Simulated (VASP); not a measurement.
# H4C in VASP: notebook, part 2 of 2

VASP 6.6.1.

## Step 4: Single point, LDA

Input file INCAR:

```
SYSTEM = H4C
  PREC = Accurate
  ENCUT = 520
  EDIFF = 1E-6
  ISMEAR = -1
  SIGMA = 0.02
  LREAL = Auto
  LASPH = .True.
  NELM = 100
  ALGO = Normal
  ISIF = 2
  LWAVE = .False.
  LCHARG = .True.
  LELF = .True.
  LVHAR = .True.
  NBANDS = 58
```

Input file KPOINTS:

```
regular mesh
0
Gamma
  1 1 1
  0 0 0
```

Input file POSCAR:

```
H4C
1.0
    8.6854290000      0.0000000000      0.0000000000
    0.0000000000      8.6854290000      0.0000000000
    0.0000000000      0.0000000000      8.6854290000
C H
8 32
Direct
    0.1094131332      0.5053866654      0.7880209486
    0.2643277609      1.0120513333      0.4069689592
    0.0181798734      0.1425951441      0.8329122258
    0.9182275280      0.9208295871      0.2122174967
    0.4056909567      0.3028520526      0.1498947260
    0.7562435891      0.9138408707      0.6257261443
    0.9640398880      0.4837642447      0.3950524493
    0.6356392989      0.7049968401      0.9784318080
    0.1233905660      0.4932974525      0.9152224951
    0.0090496393      0.4493848260      0.7597897582
    0.1828925203      0.4296275981      0.7163261596
    0.1012154955      0.6313677770      0.7508667678
    0.2024770452      0.9108128107      0.4338876065
    0.2610809437      1.0447728028      0.2880686723
    0.3896295739      1.0132372275      0.4372265319
    0.2140481489      1.1122766647      0.4640876116
    0.1300914440      0.1945787594      0.8591630880
    0.0176041966      0.0801226975      0.7178114057
   -0.0695417578      0.2295338549      0.8524622100
   -0.0122734294      0.0616895262      0.9254350015
    1.0111993317      0.9941938389      0.2523191428
    0.8296538950      0.9996973091      0.1725303379
    0.8839977853      0.8432513811      0.3059261667
    0.9658129725      0.8444027347      0.1225270508
    0.5070676417      0.3740747866      0.1847001455
    0.3612141669      0.2498782731      0.2574081257
    0.4494423937      0.2188492935      0.0702901377
    0.3381525541      0.3790140936      0.0846935713
    0.8342823365      0.8658524524      0.7086005769
    0.6404174163      0.8901114729      0.6477745659
    0.7888844639      0.8908137986      0.5056745038
    0.7637504146      1.0340997549      0.6544293897
    0.9508223486      0.4809894825      0.2665959275
    0.8438846256      0.4938616158      0.4416592433
    1.0495394067      0.5714513353      0.4289252724
    0.9941592983      0.3539376121      0.4211421221
    0.7304532683      0.7783956325      0.9260797596
    0.6626270274      0.7227276856      1.1022944290
    0.6471182943      0.5908631571      0.9312723643
    0.5366344023      0.7821260182      0.9473222336
```

The run is started by

```console
$ cat potpaw_LDA.64/C/POTCAR potpaw_LDA.64/H/POTCAR > POTCAR
$ mpirun -np 1 vasp_gam > vasp.out
```

Wall time 77 s (1 thread of Intel Xeon 6975P-C, shared host); peak memory 0.49 GiB.

It converged, with:

* Free energy: -197.4918 eV
* Pressure: 0.1 GPa
* Largest force: 3.281 eV/Å
* Band gap on the k mesh: 6.53 eV

Forces on the atoms (eV/Å):
```
C    1.492  1.491  0.285
C    1.570  1.770  0.389
C    0.015 -0.879 -0.092
C    0.615 -0.478 -0.030
C    1.945 -0.038  1.479
C    1.131  0.802 -0.544
C   -0.768 -2.446 -0.709
C    1.140  3.077  0.020
H    0.353  0.058 -0.644
H   -2.983 -0.810 -0.392
H    0.794  0.702  0.420
H    0.370 -1.327  0.276
H   -0.491 -1.241  0.243
H   -0.217 -0.263 -1.114
H   -0.613 -0.425  0.108
H   -0.253  0.107  0.449
H    0.155 -0.068 -0.086
H   -0.156  0.830  0.966
H   -0.349  0.490 -0.716
H    0.354 -0.471 -0.020
H    0.468  0.140  0.274
H   -0.566 -0.194 -0.229
H   -0.320  0.184  0.113
H   -0.235  0.293 -0.223
H   -0.231 -0.285 -0.053
H   -0.316  0.299 -0.632
H    0.243 -0.851 -0.343
H   -1.626  0.969 -0.514
H    0.402 -0.960  0.421
H   -1.829 -1.027  0.335
H    0.018  0.062  0.147
H    0.230  1.113 -0.353
H    0.130  0.316  0.527
H    0.801  0.491 -0.004
H   -0.278 -0.359  0.245
H    0.120  2.019 -0.025
H   -0.294 -0.731  0.105
H   -0.378 -0.654 -0.202
H   -0.442 -0.549 -0.030
H   -0.002 -1.157  0.153
```

Stress tensor (GPa, compression positive):
```
 1.19  0.20  0.31
 0.20 -0.43 -0.24
 0.31 -0.24 -0.45
```

Levels at points of the mesh, in eV from the valence-band top:
| k point | band 29 | band 30 | band 31 | band 32 | band 33 | band 34 | band 35 | band 36 |
| --- | --- | --- | --- | --- | --- | --- | --- | --- |
| (0.00, 0.00, 0.00) | -0.38 | -0.35 | -0.17 | 0.00 | 6.53 | 8.27 | 8.35 | 8.49 |

Caveat: the k points lie up to 0.72 Å⁻¹ apart.

## Step 5: Single point, LDA

Input file INCAR:

```
PREC = Accurate ; ENCUT = 520
EDIFF = 1E-6 ; ISMEAR = -1
SIGMA = 0.02 ; LREAL = Auto
LASPH = True ; NELM = 80
ALGO = Normal ; ISIF = 2
LWAVE = False ; LCHARG = True
LELF = True ; LVHAR = True
NBANDS = 58
```

Input file KPOINTS:

```
regular mesh
0
Gamma
  1 1 1
```

Input file POSCAR:

```
H4C
1.0
    8.6854290000      0.0000000000      0.0000000000
    0.0000000000      8.6854290000      0.0000000000
    0.0000000000      0.0000000000      8.6854290000
C H
8 32
Direct
    0.1730599605      0.4795618040      0.8061317409
    0.2658936018      0.9829796548      0.4038603044
    0.0297049230      0.1197638021      0.8194759292
    0.9166156329      0.9301325243      0.2127816600
    0.3972169941      0.3422168324      0.1378170267
    0.7413681005      0.9028799844      0.6474752139
    0.9665613524      0.4741964962      0.3943270966
    0.6516200869      0.7307871609      1.0109690609
    0.1258199221      0.4389305353      0.9162702268
    0.1507927818      0.4064278230      0.7031431608
    0.2940441975      0.4969817841      0.8273857284
    0.1330734498      0.5986808481      0.7850849970
    0.2234316808      0.8744876045      0.4318036564
    0.2817592545      0.9976709268      0.2778676793
    0.3801769607      1.0076071084      0.4609674433
    0.1969850885      1.0734415076      0.4514572625
    0.1385654065      0.1858169585      0.8143408921
   -0.0359452596      0.1380703244      0.7082206302
   -0.0417020276      0.1364814565      0.9230632131
    0.0563702726     -0.0029014111      0.8134428363
    0.9762902903      1.0393844679      0.2422678258
    0.8051300632      0.9477597480      0.1477186677
    0.8832494054      0.8666468864      0.3153442392
    1.0018157998      0.8625250405      0.1402348692
    0.5133885730      0.3685482893      0.1737162321
    0.3152751580      0.3690318578      0.2354287854
    0.3919322811      0.2355669478      0.0869387108
    0.3675466117      0.4244580204      0.0510395054
    0.8577584366      0.9530214339      0.6188871039
    0.7418746961      0.8075018517      0.7243971484
    0.6983305027      0.8521513445      0.5357939142
    0.6499045701      0.9852363078      0.6905243253
    1.0239448161      0.4268413224      0.2910161375
    0.8754202009      0.5508421058      0.3465113813
    1.0172554516      0.5562419542      0.4833497574
    0.9053669082      0.3717029982      0.4380785336
    0.7710845371      0.7273100730      1.0533619007
    0.5757113437      0.7364863612      1.1222934411
    0.6197966733      0.6335438353      0.9374551332
    0.6347297295      0.8450935469      0.9488305068
```

Potentials or basis: VASP PAW LDA potentials, release 64 (C, H).

The run is started by

```console
$ cat potpaw_LDA.64/C/POTCAR potpaw_LDA.64/H/POTCAR > POTCAR
$ mpirun -np 1 vasp_gam > vasp.out
```

OUTCAR:

```text
PREC = Accurate
   ENCUT = 520
   EDIFF = 1E-6
   ISMEAR = -1
   LREAL = Auto
   LASPH = True
   NELM = 80
   ISIF = 2

 ion  position               nearest neighbor table
   1  0.173  0.480  0.806-  11 1.08   9 1.10  12 1.11  10 1.11
   2  0.266  0.983  0.404-  13 1.04  16 1.07  14 1.11  15 1.13
   3  0.030  0.120  0.819-  20 1.09  19 1.10  17 1.11  18 1.13
   4  0.917  0.930  0.213-  23 1.09  21 1.11  22 1.13  24 1.14
   5  0.397  0.342  0.138-  27 1.03  28 1.07  25 1.08  26 1.13
   6  0.741  0.903  0.647-  30 1.06  29 1.13  31 1.13  32 1.13
   7  0.967  0.474  0.394-  36 1.10  33 1.11  34 1.11  35 1.14
   8  0.652  0.731  0.011-  39 1.09  37 1.10  40 1.14  38 1.17
   9  0.126  0.439  0.916-   1 1.10
  10  0.151  0.406  0.703-   1 1.11
  11  0.294  0.497  0.827-   1 1.08
  12  0.133  0.599  0.785-   1 1.11
  13  0.223  0.874  0.432-   2 1.04
  14  0.282  0.998  0.278-   2 1.11
[... 24 lines left out ...]
  39  0.620  0.634  0.937-   8 1.09
  40  0.635  0.845  0.949-   8 1.14

  LATTYP: Found a simple cubic cell.
 ALAT       =     8.6854290000

  Lattice vectors:

 A1 = (   8.6854290000,   0.0000000000,   0.0000000000)
[... 234 lines left out ...]
 Fermi energy:        -6.4694303333

 k-point     1 :       0.0000    0.0000    0.0000
  band No.  band energies     occupation
      1     -15.6019      2.00000
      2     -15.4834      2.00000
      3     -15.4073      2.00000
      4     -15.3462      2.00000
      5     -15.3145      2.00000
      6     -15.2176      2.00000
[... 36 lines left out ...]
     43       2.7209      0.00000
     44       2.8697      0.00000
 [bands above 44 left out]

------------------------ aborting loop because EDIFF is reached ----------------------------------------

  FORCE on cell =-STRESS in cart. coord.  units (eV):
  Direction    XX          YY          ZZ          XY          YZ          ZX
  --------------------------------------------------------------------------------------
  -------------------------------------------------------------------------------------
  Total       -3.1520572      1.9803167     -5.7302762     -0.0533049     -3.1798756      1.5027443
  in kB       -7.7078073      4.8425198    -14.0123931     -0.1303480     -7.7758324      3.6746997
  external PRESSURE =      -5.6258935 kB  Pullay stress =       0.0000000 kB

 VOLUME and BASIS-vectors are now :
 -----------------------------------------------------------------------------
  energy-cutoff  :      520.00
  volume of cell :      655.20
      direct lattice vectors                 reciprocal lattice vectors
     8.685429000  0.000000000  0.000000000     0.115135361  0.000000000  0.000000000
     0.000000000  8.685429000  0.000000000     0.000000000  0.115135361  0.000000000
     0.000000000  0.000000000  8.685429000     0.000000000  0.000000000  0.115135361

 POSITION                                       TOTAL-FORCE (eV/Angst)
 -----------------------------------------------------------------------------------
      1.50310      4.16520      7.00160        -0.359449      0.713819     -0.220831
      2.30940      8.53760      3.50770         2.379500      1.933605     -0.510380
      0.25800      1.04020      7.11750        -0.193075     -0.302283     -1.192852
      7.96120      8.07860      1.84810         0.117679      0.080342     -1.234319
      3.45000      2.97230      1.19700        -0.585164      2.588816      1.890480
      6.43910      7.84190      5.62360        -0.716738      0.773841     -1.849143
[... 32 lines left out ...]
      5.38320      5.50260      8.14220         0.006652     -0.081191      0.024350
      5.51290      7.34000      8.24100         0.124050     -1.049731      0.419469
 -----------------------------------------------------------------------------------
    total drift:                                0.004456     -0.009735     -0.007331

  FREE ENERGIE OF THE ION-ELECTRON SYSTEM (eV)
  ---------------------------------------------------
  free  energy   TOTEN  =      -197.7341215110 eV

  energy  without entropy=     -197.7341215110  energy(sigma->0) =     -197.73412151
```

OSZICAR:

```text
N       E                     dE             d eps       ncg     rms          rms(c)
DAV:   1     0.374553777996E+03    0.37455E+03   -0.25022E+04   116   0.874E+02
DAV:   2    -0.146101782153E+03   -0.52066E+03   -0.49258E+03   158   0.193E+02
DAV:   3    -0.224407507117E+03   -0.78306E+02   -0.77838E+02   152   0.783E+01
[... 11 lines left out ...]
DAV:  15    -0.197734082598E+03   -0.94068E-04   -0.72613E-05   136   0.346E-02    0.256E-02
DAV:  16    -0.197734113605E+03   -0.31008E-04   -0.10773E-05   144   0.147E-02    0.125E-02
DAV:  17    -0.197734119420E+03   -0.58149E-05   -0.16823E-05   136   0.140E-02    0.391E-03
DAV:  18    -0.197734121089E+03   -0.16689E-05   -0.24263E-06   128   0.604E-03    0.197E-03
DAV:  19    -0.197734121511E+03   -0.42210E-06   -0.35649E-07    96   0.235E-03
   1 F= -.19773412E+03 E0= -.19773412E+03  d E =-.169477E-11
```

stdout:

```text
POSCAR found type information on POSCAR C H
 POSCAR found :  2 types and      40 ions
 scaLAPACK will be used
 LDA part: xc-table for (Slater(with rela. corr.)+CA(PZ))
 , standard interpolation
 POSCAR, INCAR and KPOINTS ok, starting setup
 FFT: planning ... GRIDC
 FFT: planning ... GRID_SOFT
 FFT: planning ... GRID
 WAVECAR not read
 entering main loop
```

Run time: 73 s. Hardware: 1 thread of Intel Xeon 6975P-C, shared host; peak memory 0.47 GiB.

What came out:

* Free energy: -197.7341 eV
* Pressure: -0.6 GPa
* Largest force: 3.259 eV/Å
* Band gap on the k mesh: 6.72 eV

Forces in eV/Å, atoms in the order of the input:
```
C   -0.359  0.714 -0.221
C    2.380  1.934 -0.510
C   -0.193 -0.302 -1.193
C    0.118  0.080 -1.234
C   -0.585  2.589  1.890
C   -0.717  0.774 -1.849
C   -1.257  0.773 -0.149
C   -1.036  1.478  1.438
H   -0.313 -0.250 -0.290
H    0.045  0.216  0.632
H    0.944 -0.258 -0.138
H   -0.320 -0.237 -0.063
H   -0.694 -1.897  0.495
H   -0.187 -0.028  0.365
H   -0.507 -0.602 -0.443
H   -0.999  0.632  0.098
H   -0.409 -0.065  0.315
H    0.280  0.308  0.990
H    0.128  0.340 -0.199
H    0.241 -0.368  0.173
H   -0.428 -0.218  0.022
H    1.006  0.161  0.259
H    0.212 -0.245  0.476
H   -0.829  0.334  0.549
H    0.580  0.026  0.288
H    0.549 -0.744 -0.582
H   -0.379 -2.649 -0.704
H   -0.174  0.769 -0.842
H   -0.906 -0.216  0.645
H    0.503 -0.808  0.934
H    0.085  0.436  0.535
H    0.987 -0.271 -0.413
H    0.862  0.631  0.438
H   -0.039 -0.336 -0.073
H    0.365 -1.410 -0.833
H    0.104  0.337  0.628
H   -0.021 -0.240 -0.292
H    0.831 -0.257 -1.584
H    0.007 -0.081  0.024
H    0.124 -1.050  0.419
```

Stress tensor (GPa, compression positive):
```
-0.77 -0.01  0.37
-0.01  0.48 -0.78
 0.37 -0.78 -1.40
```

Caveat: the k points lie up to 0.72 Å⁻¹ apart.

## Step 6: Single point, LDA

Input file INCAR:

```
SYSTEM = H4C
  PREC = Accurate
  ENCUT = 520
  EDIFF = 1E-6
  ISMEAR = -1
  SIGMA = 0.02
  LREAL = Auto
  LASPH = .TRUE.
  NELM = 80
  ALGO = Normal
  ISIF = 2
  LWAVE = .FALSE.
  LCHARG = .FALSE.
  NBANDS = 58
```

Input file KPOINTS:

```
Automatic mesh
0
G
  1 1 1
  0 0 0
```

Input file POSCAR:

```
H4C
1.0
    8.6854290000      0.0000000000      0.0000000000
    0.0000000000      8.6854290000      0.0000000000
    0.0000000000      0.0000000000      8.6854290000
C H
8 32
Direct
    0.2500624897      0.5010921165      0.8046234676
    0.1948090302      1.0158392867      0.4073258788
    0.0964949457      0.1051300978      0.8336606056
    0.9072205875      0.9522270000      0.1715171467
    0.3802230149      0.3298397811      0.1756044520
    0.7197917339      0.8261077259      0.6005460410
    0.9358777787      0.4199792549      0.4013503536
    0.5969192771      0.6529211165      1.0219760014
    0.1213641836      0.5074936425      0.8189463065
    0.2754613503      0.3735451640      0.8149511095
    0.3231734437      0.5711634969      0.8800716695
    0.2939060350      0.5331803415      0.6916296247
    0.1222046718      0.9147389265      0.3796933922
    0.2881032129      1.0350438648      0.3240024183
    0.2471495651      0.9712128209      0.5085759149
    0.1184052049      1.1117585556      0.4196108218
    0.1688460063      0.1102881619      0.7344254383
   -0.0132635935      0.1648508093      0.8257853469
    0.1645975115      0.1527385694      0.9246405676
    0.0624609331     -0.0167521950      0.8536020501
    0.9559573856      1.0373235450      0.2468847538
    0.9455376355      0.9822658155      0.0624609331
    0.7810322323      0.9685992482      0.1820980863
    0.9296029016      0.8293200025      0.2061613767
    0.3097486607      0.3078604407      0.2806424415
    0.3047517860      0.3198114912      0.0722128982
    0.4401739972      0.2252393060      0.1834221430
    0.4642833417      0.4220171508      0.1750633158
    0.8083653669      0.8524391829      0.5144938724
    0.7577864030      0.7282656965      0.6655169250
    0.6096762751      0.7895177083      0.5376821341
    0.7016464011      0.9373630249      0.6614987009
    0.8610743350      0.3205713846      0.3696305617
    0.9134839511      0.4632471234      0.5117306238
    0.9188953131      0.5008042781      0.3038767573
    1.0565511502      0.3821918296      0.3973896972
    0.7188476240      0.6143162301      1.0540642264
    0.5212523181      0.6248971697      1.1190926781
    0.5358284548      0.6000049048      0.9261258137
    0.6012713937      0.7839106163      1.0158392867
```

Potentials or basis: VASP PAW LDA potentials, release 64 (C, H).

The run is started by

```console
$ cat potpaw_LDA.64/C/POTCAR potpaw_LDA.64/H/POTCAR > POTCAR
$ mpirun -np 1 vasp_gam > vasp.out
```

It took 59 s on 1 thread of Intel Xeon 6975P-C, shared host; peak memory 0.47 GiB.

It converged, with:

| Item | Value |
| --- | --- |
| Free energy | -197.6561 eV |
| Pressure | 0.2 GPa |
| Largest force | 2.830 eV/Å |
| Band gap on the k mesh | 6.45 eV |

Forces in eV/Å, atoms in the order of the input:
```
C   -0.159 -1.425 -0.118
C    0.012 -1.504 -0.822
C   -0.876 -1.127  0.284
C   -1.746 -1.163  1.899
C   -1.645 -0.505  0.183
C   -1.257  0.701 -1.437
C    0.244 -1.169 -2.477
C    0.895  1.218  1.235
H    0.940  0.541 -0.116
H    0.116  0.927  0.198
H   -0.489 -0.156  0.628
H   -0.494  0.099 -0.648
H    0.166  0.284 -0.657
H   -0.302 -0.003 -0.243
H    0.629  0.353  1.518
H   -0.278  0.887  0.410
H    0.189  0.159 -1.223
H   -0.098  0.545 -0.362
H    0.320  0.156  1.097
H    0.484  0.278  0.145
H    0.491  0.179  0.792
H    0.606  0.128 -2.258
H    0.127 -0.059 -0.313
H    0.227  0.897 -0.237
H   -0.036  1.125 -0.186
H    0.357  0.455  0.361
H    1.429 -1.695 -0.444
H   -0.168  0.501  0.141
H    0.070 -0.134 -0.304
H    0.258 -0.371  0.912
H    1.031  0.531  0.571
H   -0.081 -0.730  0.247
H    0.252  0.202  0.479
H   -0.615  0.824  1.469
H    0.056  0.228  0.557
H    0.089 -0.092 -0.039
H   -1.263  0.017 -0.746
H    0.071  0.122  0.387
H    0.588 -0.094 -0.632
H   -0.138 -1.126 -0.250
```

Stress tensor (GPa, compression positive):
```
-0.78 -0.88 -0.19
-0.88 -0.53  0.23
-0.19  0.23  2.01
```

Levels at points of the mesh, in eV from the valence-band top:
```tsv
k point	band 29	band 30	band 31	band 32	band 33	band 34	band 35	band 36
(0.00, 0.00, 0.00)	-0.56	-0.41	-0.37	0.00	6.45	8.17	8.32	8.37
```

Caveat: the k points lie up to 0.72 Å⁻¹ apart.
